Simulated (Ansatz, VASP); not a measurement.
## WS2 in VASP and in Ansatz

```
W S
1.0
     3.18794   -0.00014    0.01420
    -1.59405    2.76084    0.00821
     0.06293    0.07766   14.97859
W S
2 4
Cartesian
  0.0155 1.8633 3.7624
  1.6413 0.9751 11.2386
  0.0542 1.9041 9.6654
  1.6167 0.9517 2.1932
  0.0403 1.8866 12.8077
  1.6025 0.9342 5.3356
```

Change from the starting cell: cell sheared at random, sigma 0.03, atoms nudged by 0.01 Å; relaxed back.

Alike in both runs: functional PBE; k mesh 12 × 12 × 2; occupations gaussian, width 0.05 eV; no spin polarisation.

Ansatz relaxed the structure, and its values are those at the end. VASP's run is a single point on that final structure, the one shown.

|  | VASP | Ansatz |
| --- | --- | --- |
| version | VASP 6.6.1 | Ansatz 0.2.0 |
| potentials or method | VASP PAW PBE potentials, release 64 (W_sv, S), cutoff 520 eV | scalar-relativistic, plane waves, PAW |
| valence electrons in the cell | 52 | 52 |

|  | VASP | Ansatz | Ansatz less VASP |
| --- | --- | --- | --- |
| gap on the k mesh at the Fermi level (eV) | 1.65 | 1.64 | -0.014 |
| least direct gap on the mesh (eV) | 1.80 | 1.80 | -0.003 |
| pressure (GPa) | -0.1 | 0.0 | +0.04 |

Neither program's run includes spin-orbit coupling.
